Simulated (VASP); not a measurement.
A run of VASP 6.6.1 is set up as follows.

File INCAR:

```
SYSTEM = CdSiP2
ALGO     = Normal         ! electronic algorithm
EDIFF    = 1E-6           ! SCF threshold, eV
ENCUT    = 500            ! plane-wave cutoff, eV
GGA      = PE             ! functional
GGA_COMPAT= .FALSE.      
ISIF     = 2              ! what is computed and relaxed
ISMEAR   = 0              ! smearing method
LASPH    = .TRUE.         ! aspherical terms in the spheres
LCHARG   = .FALSE.        ! write CHGCAR
LREAL    = .FALSE.        ! projectors in reciprocal space
LWAVE    = .FALSE.        ! write WAVECAR
NBANDS   = 36             ! bands
NELM     = 120            ! most SCF steps
PREC     = Accurate       ! precision mode
SIGMA    = 0.01           ! smearing width, eV
```

Contents of KPOINTS:

```
k-points
0
G
  6 6 6
  0 0 0
```

Contents of POSCAR:

```
CdSiP2
1.0
   -2.8622486467      2.8622486467      5.2897352104
    2.8622486467     -2.8622486467      5.2897352104
    2.8622486467      2.8622486467     -5.2897352104
Cd Si P
2 2 4
Direct
    0.7500000000      0.2500000000      0.5000000000
    0.0000000000      0.0000000000      0.0000000000
    0.5000000000      0.5000000000      0.0000000000
    0.2500000000      0.7500000000      0.5000000000
    0.8750000000      0.8293936402      0.4543936402
    0.1706063598      0.6250000000      0.0456063598
    0.3750000000      0.4206063598      0.5456063598
    0.5793936402      0.1250000000      0.9543936402
```

Potentials or basis: VASP PAW PBE potentials, release 64 (Cd, Si, P).

Run with:

```sh
$ cat potpaw_PBE.64/Cd/POTCAR potpaw_PBE.64/Si/POTCAR potpaw_PBE.64/P/POTCAR > POTCAR
$ mpirun -np 1 vasp_std > vasp.out
```

Q: What does it give for the pressure?

A: 0.1 GPa.

Q: Predict the largest force.

A: 0.041 eV/Å.

Forces on the atoms (eV/Å):
```
Cd   0.000  0.000  0.000
Cd   0.000  0.000  0.000
Si   0.000  0.000  0.000
Si   0.000  0.000  0.000
P   -0.041  0.000  0.000
P    0.000  0.041  0.000
P    0.041  0.000  0.000
P    0.000 -0.041  0.000
```
